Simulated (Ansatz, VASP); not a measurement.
# ZnGe2N: VASP beside Ansatz

```
Zn Ge N
1.0
     3.18378    0.00000    0.00000
     0.00000    3.54688    0.00000
     0.00000    0.00000    5.74672
Zn Ge N
1 2 1
Direct
  0.50000 0.50000 0.50000
  0.50000 0.00000 0.24604
  0.50000 0.00000 0.75396
  0.00000 0.00000 0.00000
```

Change from the starting cell: species swapped into the AgPdO2 type (Pmmm, No. 47).

Alike in both runs: task single point; functional PBE; k mesh 6 × 6 × 4; occupations gaussian, width 0.1 eV; no spin polarisation.

|  | VASP | Ansatz |
| --- | --- | --- |
| version | VASP 6.6.1 | Ansatz 0.2.0 |
| potentials or method | VASP PAW PBE potentials, release 64 (Zn, Ge_d, N), cutoff 520 eV | scalar-relativistic, plane waves, PAW |
| valence electrons in the cell | 45 | 45 |

|  | VASP | Ansatz | Ansatz less VASP |
| --- | --- | --- | --- |
| gap on the k mesh at the Fermi level (eV) | none | none | - |
| pressure (GPa) | 7.2 | 7.0 | -0.23 |
| traceless stress, the component that is largest in VASP (GPa) | -23.49 | -23.38 | +0.111 |
| rms of the force components (eV/Å) | 1.073 | 1.069 | -0.0040 |

Atom by atom the forces differ by 0.004 eV/Å (rms over components). A gap of «none» marks a metal or a gap that the smearing closes. With one functional, cell and mesh, what is left measures potentials, basis and numerics.
